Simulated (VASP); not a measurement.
Wanted: the native input for a VASP 6.6.1 run.

* Task: single point
* Functional: PBE
* Potentials or basis: VASP PAW PBE potentials, release 64 (Hf_pv, N)
* Cutoff: 520 eV
* k mesh: 18 × 18 × 18
* Occupations: fermi-dirac, width 0.05 eV
* Spin: no spin polarisation
* Dipole correction: no
* Further INCAR settings: ALGO = Normal; EDIFF = 1e-07; NBANDS = 14

The structure of HfN lies in POSCAR:

```
HfN
1.0
    0.0000000000      2.2590000000      2.1912300000
    2.2590000000      0.0000000000      2.1912300000
    2.2590000000      2.2590000000      0.0000000000
Hf N
1 1
Direct
    0.0000000000      0.0000000000      0.0000000000
    0.5000000000      0.5000000000      0.5000000000
```

This cell differs from its parent crystal: z stretched by -3 %, then relaxed in part.

These files were run (other wordings do the same):

INCAR

```
SYSTEM = HfN
PREC = Accurate ; ENCUT = 520
EDIFF = 1E-7 ; ISMEAR = -1
SIGMA = 0.05 ; LREAL = .FALSE.
LASPH = .TRUE. ; NELM = 60
ALGO = Normal ; ISIF = 2
LWAVE = .FALSE. ; LCHARG = .FALSE.
GGA = PE ; NBANDS = 14
```

KPOINTS

```
regular mesh
0
G
  18 18 18
  0 0 0
```

Potentials or basis: VASP PAW PBE potentials, release 64 (Hf_pv, N).

Launch:

```console
$ cat potpaw_PBE.64/Hf_pv/POTCAR potpaw_PBE.64/N/POTCAR > POTCAR
$ mpirun -np 1 vasp_std > vasp.out
```

It gave:

The pressure is 12.9 GPa.

Caveat: the cell differs from its parent crystal (z stretched by -3 %, then relaxed in part).

It took 40 s on 1 thread of Intel(R) Xeon(R) 6975P-C (Granite Rapids), with other jobs on the host, peak memory 0.27 GiB.
